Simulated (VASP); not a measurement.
# Hf (Fm-3m) in VASP: a series of runs

The runs below take Hf through single point, relaxation of cell and atoms, with r2SCAN, PBE, PBEsol, RPBE.

All numbers are computed with VASP 6.6.1; they aren't measurements. Logs are shortened: lines on timing, memory, paths and dates and some standing lists are left out, and cuts for length are marked.

## 1. The cell of the first run

It takes space group Fm-3m (No. 225, cubic). Conventional cell: a = 4.477 Å, b = 4.477 Å, c = 4.477 Å, α = 90.00°, β = 90.00°, γ = 90.00°. Within 4.2 Å of Hf (site symmetry m-3m) lie 12 Hf at 3.17 Å.

## 2. Single point, r2SCAN

POSCAR

```
Hf
1.0
    0.0000000000      2.2385297404      2.2385297404
    2.2385297404      0.0000000000      2.2385297404
    2.2385297404      2.2385297404      0.0000000000
Hf
1
Direct
    0.0000000000      0.0000000000      0.0000000000
```

INCAR.step1

```
SYSTEM = Hf
  PREC = Accurate
  ENCUT = 520
  ISMEAR = -1
  SIGMA = 0.05
  LREAL = .False.
  LASPH = .True.
  NELM = 100
  NBANDS = 11
  GGA = PE
  ALGO = Normal
  EDIFF = 1E-4
  LWAVE = .True.
  LCHARG = .False.
```

INCAR.step2

```
SYSTEM = Hf
  PREC = Accurate
  ENCUT = 520
  EDIFF = 1E-6
  ISMEAR = -1
  SIGMA = 0.05
  LREAL = .False.
  LASPH = .True.
  NELM = 100
  ALGO = Normal
  ISIF = 2
  LWAVE = .False.
  LCHARG = .True.
  METAGGA = R2SCAN
  LMIXTAU = .True.
  LELF = .True.
  LVHAR = .True.
  NBANDS = 11
  ISTART = 1
```

KPOINTS

```
Automatic mesh
0
Gamma
  10 10 10
  0 0 0
```

Potentials or basis: VASP PAW PBE potentials, release 64 (Hf_pv).

Command:

```bash
$ cat potpaw_PBE.64/Hf_pv/POTCAR > POTCAR
$ cp INCAR.step1 INCAR
$ mpirun -np 1 vasp_std > vasp.out
$ cp INCAR.step2 INCAR
$ mpirun -np 1 vasp_std > vasp.out
```

OUTCAR:

```text
SYSTEM = Hf
   PREC = Accurate
   ENCUT = 520
   EDIFF = 1E-6
   ISMEAR = -1
   LREAL = .False.
   LASPH = .True.
   NELM = 100
   ISIF = 2
   METAGGA = R2SCAN
   ISTART = 1

 ion  position               nearest neighbor table
   1  0.000  0.000  0.000-

  LATTYP: Found a face centered cubic cell.
 ALAT       =     4.4770594808

  Lattice vectors:

 A1 = (   0.0000000000,   2.2385297404,   2.2385297404)
 A2 = (   2.2385297404,   0.0000000000,   2.2385297404)
 A3 = (   2.2385297404,   2.2385297404,   0.0000000000)

Analysis of symmetry for initial positions (statically):
=====================================================================
 Subroutine PRICEL returns:
 Original cell was already a primitive cell.

 Routine SETGRP: Setting up the symmetry group for a
 face centered cubic supercell.

 Subroutine GETGRP returns: Found 48 space group operations
 (whereof 48 operations were pure point group operations)
 out of a pool of 48 trial point group operations.

The static configuration has the point symmetry O_h .

Analysis of symmetry for dynamics (positions and initial velocities):
=====================================================================
 Subroutine PRICEL returns:
 Original cell was already a primitive cell.

 Routine SETGRP: Setting up the symmetry group for a
 face centered cubic supercell.

 Subroutine GETGRP returns: Found 48 space group operations
 (whereof 48 operations were pure point group operations)
 out of a pool of 48 trial point group operations.

The dynamic configuration has the point symmetry O_h .

 Subroutine INISYM returns: Found 48 space group operations
 (whereof 48 operations are pure point group operations),
 and found     1 'primitive' translations

----------------------------------------------------------------------------------------

                                     Primitive cell

  volume of cell :      22.4346

  direct lattice vectors                    reciprocal lattice vectors
     0.000000000  2.238529740  2.238529740    -0.223360892  0.223360892  0.223360892
     2.238529740  0.000000000  2.238529740     0.223360892 -0.223360892  0.223360892
     2.238529740  2.238529740  0.000000000     0.223360892  0.223360892 -0.223360892

  length of vectors
     3.165759119  3.165759119  3.165759119     0.386872414  0.386872414  0.386872414

  position of ions in fractional coordinates (direct lattice)
[... 75 lines left out ...]
   ENCUT  =  520.0 eV  38.22 Ry    6.18 a.u.   5.89  5.89  5.89*2*pi/ulx,y,z
   NELM   =    100;   NELMIN=  2; NELMDL=  0     # of ELM steps
   EDIFF  = 0.1E-05   stopping-criterion for ELM
   LREAL  =      F    real-space projection
   EDIFFG = 0.1E-04   stopping-criterion for IOM
   NSW    =      0    number of steps for IOM
   IBRION =     -1    ionic relax: 0-MD 1-quasi-New 2-CG
   NFREE  =      0    steps in history (QN), initial steepest desc. (CG)
   ISIF   =      2    stress and relaxation
   ISYM   =      2    0-nonsym 1-usesym 2-fastsym
   POTIM  = 0.5000    time-step for ionic-motion
   TEBEG  =    0.0;   TEEND  =   0.0 temperature during run
   PSTRESS=    0.0 pullay stress
   NELECT =      10.0000    total number of electrons
   NUPDOWN=      -1.0000    fix difference up-down
   EMIN   =  10.00;   EMAX   =-10.00  energy-range for DOS
   EFERMI =   0.00;   METHOD = LEGACY
   ISMEAR =    -1;   SIGMA  =   0.05  broadening in eV -4-tet -1-fermi 0-gaus
   EFERMI_NEDOS =   21; number of points for ismear=-14 and -15
   IALGO  =     38    algorithm
   IMIX   =      4    mixing-type and parameters
     AMIX     =   0.40;   BMIX     =  1.00
     AMIX_MAG =   1.60;   BMIX_MAG =  1.00
  volume/ion in A,a.u.               =      22.43       151.40
  Fermi-wavevector in a.u.,A,eV,Ry     =   1.250553  2.363202 21.277904  1.563882
  Thomas-Fermi vector in A             =   2.384541
   LORBIT       =      0    0 simple, 1 ext, 2 COOP (PROOUT), +10 PAW based schemes
   METAGGA = R2SCAN    functional components
   LHFCALC =     F    Hartree Fock is set to
   AEXX    =    0.0000 exact exchange contribution
   IVDW    =     0    specifies the selected vdW correction
   LEPSILON=     F    determine dielectric tensor
   LRPA    =     F    only Hartree local field effects (RPA)
 non-spin polarized calculation
  energy-cutoff  :      520.00
  volume of cell :       22.43
 maximum number of plane-waves:       620
   NGX = 11   NGY = 11   NGZ = 11

 number of electron       9.9999999 magnetization

 Free energy of the ion-electron system (eV)
  ---------------------------------------------------
  ext. energy  EPLUGINS =         0.00000000
  ---------------------------------------------------
  free energy    TOTEN  =       -45.06987835 eV

  energy without entropy =      -45.05778888  energy(sigma->0) =      -45.06383362

 E-fermi :   4.5713     XC(G=0): -12.1579

 val. band max:        4.5553171552   @ k =   0.3000   0.0000   0.0000
 cond. band min:       4.6609617544   @ k =   0.4000   0.0000   0.0000
 fundamental gap:      0.1056445991
 Fermi energy:         4.5713257990

 k-point     1 :       0.0000    0.0000    0.0000
  band No.  band energies     occupation
      1     -26.5383      2.00000
      2     -26.5383      2.00000
      3     -26.5382      2.00000
      4      -2.9573      2.00000
      5       6.1894      0.00000
      6       6.1894      0.00000
      7       6.1894      0.00000
      8       9.1752      0.00000
      9       9.1752      0.00000
     10      16.4194      0.00000
     11      16.5662      0.00000
[... 309 lines left out ...]
 k-point    24 :       0.4000    0.3000    0.0000
  band No.  band energies     occupation
      1     -27.1759      2.00000
      2     -26.7937      2.00000
      3     -26.7666      2.00000
      4       1.1573      2.00000
      5       3.0962      2.00000
      6       5.5064      0.00000
      7       8.9542      0.00000
      8       9.9265      0.00000
      9      11.1361      0.00000
     10      16.5618      0.00000
     11      16.8709      0.00000

 [... further k-points ...]
[... 5 lines left out ...]
  --------------------------------------------------------------------------------------
  -------------------------------------------------------------------------------------
  Total       -0.0655239     -0.0655239     -0.0655239     -0.0000000     -0.0000000     -0.0000000
  in kB       -4.6794191     -4.6794191     -4.6794191     -0.0000000     -0.0000000     -0.0000000
  external PRESSURE =      -4.6794191 kB  Pullay stress =       0.0000000 kB

 VOLUME and BASIS-vectors are now :
 -----------------------------------------------------------------------------
  energy-cutoff  :      520.00
  volume of cell :       22.43
      direct lattice vectors                 reciprocal lattice vectors
     0.000000000  2.238529740  2.238529740    -0.223360892  0.223360892  0.223360892
     2.238529740  0.000000000  2.238529740     0.223360892 -0.223360892  0.223360892
     2.238529740  2.238529740  0.000000000     0.223360892  0.223360892 -0.223360892

 POSITION                                       TOTAL-FORCE (eV/Angst)
 -----------------------------------------------------------------------------------
      0.00000      0.00000      0.00000         0.000000      0.000000      0.000000
 -----------------------------------------------------------------------------------
    total drift:                                0.000000      0.000000      0.000000

  FREE ENERGIE OF THE ION-ELECTRON SYSTEM (eV)
  ---------------------------------------------------
  free  energy   TOTEN  =       -45.0698783516 eV

  energy  without entropy=      -45.0577888840  energy(sigma->0) =      -45.06383362
```

OUTCAR.step1:

```text
SYSTEM = Hf
   PREC = Accurate
   ENCUT = 520
   ISMEAR = -1
   LREAL = .False.
   LASPH = .True.
[... 554 lines left out ...]
 -----------------------------------------------------------------------------------
      0.00000      0.00000      0.00000        -0.000000      0.000000      0.000000
 -----------------------------------------------------------------------------------
    total drift:                               -0.000000      0.000000      0.000000

  FREE ENERGIE OF THE ION-ELECTRON SYSTEM (eV)
  ---------------------------------------------------
  free  energy   TOTEN  =        -9.8598080214 eV

  energy  without entropy=       -9.8479723163  energy(sigma->0) =       -9.85389017
```

OSZICAR.step1:

```text
N       E                     dE             d eps       ncg     rms          rms(c)
DAV:   1     0.127809215502E+02    0.12781E+02   -0.57343E+03  1034   0.842E+02
DAV:   2    -0.979717571372E+01   -0.22578E+02   -0.21881E+02  1365   0.157E+02
DAV:   3    -0.101969558124E+02   -0.39978E+00   -0.39678E+00  1288   0.143E+01
DAV:   4    -0.101984631812E+02   -0.15074E-02   -0.15071E-02  1192   0.105E+00
DAV:   5    -0.101984722506E+02   -0.90694E-05   -0.90695E-05  1358   0.712E-02    0.459E+01
DAV:   6    -0.994580584010E+01    0.25267E+00   -0.21351E-01  1166   0.347E+00    0.271E+01
DAV:   7    -0.986408845787E+01    0.81717E-01   -0.31762E-01  1196   0.411E+00    0.122E+00
DAV:   8    -0.985976640500E+01    0.43221E-02   -0.23078E-02  1169   0.109E+00    0.872E-02
DAV:   9    -0.985980802142E+01   -0.41616E-04   -0.45034E-04  1192   0.160E-01
   1 F= -.98598080E+01 E0= -.98538902E+01  d E =-.118357E-01
```

Run time: 46 s. Hardware: 1 thread of Intel Xeon 8259CL, shared host; peak memory 0.15 GiB.

What came out:

```yaml
Free_energy: -45.0699 eV
Pressure: -0.5 GPa
Band_gap_on_the_k_mesh: zero (band 5 reaches 6.19 eV, above the bottom of band 6 at 4.21 eV)
```

Levels at points of the mesh, in eV from the Fermi level:
| k point | band 3 | band 4 | band 5 | band 6 | band 7 | band 8 |
| --- | --- | --- | --- | --- | --- | --- |
| (0.00, 0.00, 0.00) | -31.11 | -7.53 | 1.62 | 1.62 | 1.62 | 4.60 |
| (0.50, 0.00, 0.00) | -31.22 | -3.71 | 0.38 | 1.43 | 1.43 | 6.68 |
| (0.50, 0.50, 0.00) | -31.41 | -3.29 | -2.14 | 2.44 | 6.76 | 7.26 |

Caveat: the PAW data sets were made with another functional, which shifts forces and pressure a little; spin-orbit coupling is left out, which moves the levels of the heavy elements.

## 3. Relaxation of cell and atoms, PBE

This run uses another cell than the first one, of 21.88 Å³/atom, 0.975 times its volume.

INCAR

```
PREC     = Accurate       # precision mode
ENCUT    = 600            # plane-wave cutoff, eV
EDIFF    = 1E-6           # SCF threshold, eV
ISMEAR   = -1             # smearing method
SIGMA    = 0.05           # smearing width, eV
LREAL    = False          # projectors in reciprocal space
LASPH    = True           # aspherical terms in the spheres
NELM     = 60             # most SCF steps
ALGO     = Fast           # electronic algorithm
ISIF     = 3              # what is computed and relaxed
LWAVE    = False          # write WAVECAR
LCHARG   = False          # write CHGCAR
GGA      = PE             # functional
IBRION   = 2              # ionic algorithm
NSW      = 60             # ionic steps
EDIFFG   = -0.01          # ionic threshold
```

KPOINTS

```
Automatic mesh
0
Gamma
  10 10 10
```

POSCAR

```
Hf
1.0
    0.0000000000      2.2200000000      2.2200000000
    2.2200000000      0.0000000000      2.2200000000
    2.2200000000      2.2200000000      0.0000000000
Hf
1
Direct
    0.0000000000      0.0000000000      0.0000000000
```

Potentials or basis: VASP PAW PBE potentials, release 64 (Hf_pv).

Command:

```bash
$ cat potpaw_PBE.64/Hf_pv/POTCAR > POTCAR
$ mpirun -np 1 vasp_std > vasp.out
```

It took 2.2 min on 1 thread of Intel Xeon 8259CL, shared host; peak memory 0.17 GiB.

Results (log left out):

* Free energy: -9.8600 eV
* Relaxed volume: 22.42 Å³/atom
* Relaxed cell: a = 3.165 Å, b = 3.165 Å, c = 3.165 Å, α = 60.00°, β = 60.00°, γ = 60.00°
* Space group after relaxing (to 0.05 Å): Fm-3m (No. 225)
* Energy gained by relaxing: 4.3 meV/atom
* Ionic steps: 7
* Pressure after relaxing: 0.0 GPa
* Band gap on the k mesh: zero (band 5 reaches 6.13 eV, above the bottom of band 6 at 4.33 eV)

Step by step:
```csv
step,energy change (eV),largest force (eV/Å),pressure (GPa),volume (Å³)
1,0.0000,0.0000,2.81,21.88
2,0.0025,0.0000,-3.11,23.12
3,-0.0043,0.0000,0.12,22.42
4,-0.0043,0.0000,-0.09,22.45
5,-0.0043,0.0000,-0.09,22.43
6,-0.0043,0.0000,0.11,22.40
7,-0.0043,0.0000,0.04,22.42
```

Final structure:
```
Hf
1.0
     0.00000    2.23796    2.23796
     2.23796    0.00000    2.23796
     2.23796    2.23796    0.00000
Hf
1
Cartesian
  0.0000 0.0000 0.0000
```

Levels at points of the mesh, in eV from the Fermi level:
| k point | band 2 | band 3 | band 4 | band 5 | band 6 | band 7 | band 8 | band 9 |
| --- | --- | --- | --- | --- | --- | --- | --- | --- |
| (0.00, 0.00, 0.00) | -30.02 | -30.02 | -7.21 | 1.40 | 1.40 | 1.40 | 4.18 | 4.18 |
| (0.50, 0.00, 0.00) | -30.13 | -30.13 | -3.63 | 0.57 | 1.18 | 1.18 | 6.29 | 6.29 |
| (0.50, 0.50, 0.00) | -30.31 | -30.31 | -3.25 | -2.12 | 2.50 | 6.30 | 6.91 | 6.91 |

Caveat: spin-orbit coupling is left out, which moves the levels of the heavy elements.

## 4. Relaxation of cell and atoms, PBEsol

This run uses another cell than the first one, of 21.88 Å³/atom, 0.975 times its volume.

INCAR

```
  ALGO = Normal
  EDIFF = 1E-7
  EDIFFG = -0.01
  ENCUT = 600
  GGA = PS
  IBRION = 2
  ISIF = 3
  ISMEAR = -1
  LASPH = T
  LCHARG = F
  LREAL = F
  LWAVE = F
  NELM = 100
  NSW = 60
  PREC = Accurate
  SIGMA = 0.05
```

KPOINTS

```
k-points
0
Gamma
  10 10 10
```

POSCAR is that of step 3.

Command:

```bash
$ cat potpaw_PBE.64/Hf_pv/POTCAR > POTCAR
$ mpirun -np 1 vasp_std > vasp.out
```

Run time: 62 s. Hardware: 1 thread of Intel Xeon 8259CL, shared host; peak memory 0.17 GiB.

It converged, with:

```yaml
Free_energy: -10.4420 eV
Relaxed_volume: 21.47 Å³/atom
Relaxed_cell: a = 3.120 Å, b = 3.120 Å, c = 3.120 Å, α = 60.00°, β = 60.00°, γ = 60.00°
Space_group_after_relaxing_to_0.05_Å: Fm-3m (No. 225)
Energy_gained_by_relaxing: 2.7 meV/atom
Ionic_steps: 3
Pressure_after_relaxing: 0.0 GPa
Band_gap_on_the_k_mesh: zero (band 5 reaches 6.28 eV, above the bottom of band 6 at 4.47 eV)
```

Step by step:
```tsv
step	energy change (eV)	largest force (eV/Å)	pressure (GPa)	volume (Å³)
1	0.0000	0.0000	-2.07	21.88
2	0.0011	0.0000	2.62	21.00
3	-0.0027	0.0000	-0.01	21.47
```

Final structure:
```
Hf
1.0
     0.00000    2.20608    2.20608
     2.20608    0.00000    2.20608
     2.20608    2.20608    0.00000
Hf
1
Direct
  0.00000 0.00000 0.00000
```

Levels at points of the mesh, in eV from the Fermi level:
| k point | band 1 | band 2 | band 3 | band 4 | band 5 | band 6 | band 7 | band 8 | band 9 |
| --- | --- | --- | --- | --- | --- | --- | --- | --- | --- |
| (0.00, 0.00, 0.00) | -29.82 | -29.82 | -29.82 | -7.37 | 1.40 | 1.40 | 1.40 | 4.33 | 4.33 |
| (0.50, 0.00, 0.00) | -30.76 | -29.94 | -29.94 | -3.77 | 0.74 | 1.16 | 1.16 | 6.59 | 6.59 |
| (0.50, 0.50, 0.00) | -30.69 | -30.15 | -30.15 | -3.45 | -2.29 | 2.76 | 6.59 | 7.26 | 7.26 |

Caveat: the PAW data sets were made with another functional, which shifts forces and pressure a little; spin-orbit coupling is left out, which moves the levels of the heavy elements.

## 5. Relaxation of cell and atoms, RPBE

This run uses another cell than the first one, of 21.88 Å³/atom, 0.975 times its volume.

INCAR

```
SYSTEM = Hf
PREC = Accurate
ENCUT = 600
EDIFF = 1E-6
ISMEAR = -1
SIGMA = 0.05
LREAL = .False.
LASPH = .True.
NELM = 60
ALGO = Fast
ISIF = 3
LWAVE = .False.
LCHARG = .False.
GGA = RP
IBRION = 2
NSW = 60
EDIFFG = -0.01
```

KPOINTS

```
Automatic mesh
0
Gamma
  10 10 10
  0 0 0
```

POSCAR is that of step 4.

Command:

```bash
$ cat potpaw_PBE.64/Hf_pv/POTCAR > POTCAR
$ mpirun -np 1 vasp_std > vasp.out
```

Run time: 2.1 min. Hardware: 1 thread of Intel Xeon 8259CL, shared host; peak memory 0.17 GiB.

Results (log left out):

```
Free energy                            : -9.4397 eV
Relaxed volume                         : 23.06 Å³/atom
Relaxed cell                           : a = 3.195 Å, b = 3.195 Å, c = 3.195 Å, α = 60.00°, β = 60.00°, γ = 60.00°
Space group after relaxing (to 0.05 Å) : Fm-3m (No. 225)
Energy gained by relaxing              : 19.6 meV/atom
Ionic steps                            : 6
Pressure after relaxing                : 0.0 GPa
Band gap on the k mesh                 : zero (band 5 reaches 6.05 eV, above the bottom of band 6 at 4.25 eV)
```

The path:
| step | energy change (eV) | largest force (eV/Å) | pressure (GPa) | volume (Å³) |
| --- | --- | --- | --- | --- |
| 1 | 0.0000 | 0.0000 | 5.76 | 21.88 |
| 2 | 0.0036 | 0.0000 | -5.08 | 24.47 |
| 3 | -0.0196 | 0.0000 | 0.19 | 23.07 |
| 4 | -0.0196 | 0.0000 | -0.21 | 23.12 |
| 5 | -0.0196 | 0.0000 | 0.20 | 23.02 |
| 6 | -0.0196 | 0.0000 | 0.00 | 23.06 |

Final structure:
```
Hf
1.0
     0.00000    2.25929    2.25929
     2.25929    0.00000    2.25929
     2.25929    2.25929    0.00000
Hf
1
Direct
  0.00000 0.00000 0.00000
```

Levels at points of the mesh, in eV from the Fermi level:
| k point | band 2 | band 3 | band 4 | band 5 | band 6 | band 7 | band 8 | band 9 |
| --- | --- | --- | --- | --- | --- | --- | --- | --- |
| (0.00, 0.00, 0.00) | -30.16 | -30.16 | -7.10 | 1.42 | 1.42 | 1.42 | 4.11 | 4.11 |
| (0.50, 0.00, 0.00) | -30.26 | -30.26 | -3.53 | 0.45 | 1.21 | 1.21 | 6.13 | 6.13 |
| (0.50, 0.50, 0.00) | -30.42 | -30.42 | -3.11 | -2.01 | 2.34 | 6.15 | 6.71 | 6.71 |

Caveat: the PAW data sets were made with another functional, which shifts forces and pressure a little; spin-orbit coupling is left out, which moves the levels of the heavy elements. RPBE and its kin give volumes clearly too large for solids.

## 6. Overview

| task | level | cell | cutoff (eV) | gap on the mesh (eV) | pressure (GPa) | relaxed volume (Å³/atom) |
| --- | --- | --- | --- | --- | --- | --- |
| single point | r2SCAN | a = 3.166 Å, angles 60.0°, 1 atom | 520 | none | -0.5 | - |
| relaxation of cell and atoms | PBE | relaxed from a = 3.140 Å, angles 60.0°, 1 atom | 600 | none | 0.0 | 22.42 |
| relaxation of cell and atoms | PBEsol | relaxed from a = 3.140 Å, angles 60.0°, 1 atom | 600 | none | 0.0 | 21.47 |
| relaxation of cell and atoms | RPBE | relaxed from a = 3.140 Å, angles 60.0°, 1 atom | 600 | none | 0.0 | 23.06 |

Alike in all rows: potentials or basis VASP PAW PBE potentials, release 64 (Hf_pv); no spin polarisation; k mesh 10 × 10 × 10; smearing fermi-dirac 0.05 eV.

Caveats: spin-orbit coupling is left out, which moves the levels of the heavy elements; the PAW data sets were made with another functional, which shifts forces and pressure a little (some runs).

Absolute energies hang on the potentials; compare differences alone.
